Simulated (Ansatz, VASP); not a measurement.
**One calculation of H14SO6, two programs**

```
O H S
1.0
     6.41507    0.00000    0.00000
     0.00000    6.41507    0.00000
     0.00000    0.00000    6.41507
O H S
6 14 1
Direct
  0.32753 0.39099 0.42745
  0.33353 0.81172 0.55481
  0.06662 0.32704 0.75639
  0.02926 0.47310 0.16949
  0.84034 0.05479 0.99704
  0.92380 0.84567 0.34635
  0.22401 0.41054 0.30983
  0.44659 0.31890 0.36813
  0.19322 0.85675 0.51475
  0.34535 0.67199 0.49241
  0.17083 0.32990 0.64187
  0.94309 0.39337 0.69749
  0.99183 0.61678 0.21245
  0.06526 0.47220 0.02120
  0.73917 0.16632 0.01627
  0.94743 0.12302 0.90947
  0.89799 0.94224 0.22647
  0.79070 0.83383 0.41761
  0.70528 0.73261 0.94162
  0.45251 0.67092 0.78349
  0.59752 0.55746 0.89235
```

Alike in both runs: functional PBE; dispersion D3(BJ); k mesh 1 × 1 × 1; occupations fermi-dirac, width 0.05 eV; no spin polarisation.

Ansatz relaxed the structure, and its values are those at the end. VASP's run is a single point on that final structure, the one shown.

```csv
,VASP,Ansatz
version,VASP 6.6.1,Ansatz 0.2.0
potentials or method,"VASP PAW PBE potentials, release 64 (O, H, S), cutoff 520 eV","scalar-relativistic, plane waves, PAW"
valence electrons in the cell,56,56
```

Ansatz gave:

| Quantity | Value |
| --- | --- |
| rms of the force components (eV/Å) | 0.052 |

Q: What did VASP give for the same quantities?

A: rms of the force components (eV/Å): 0.066.
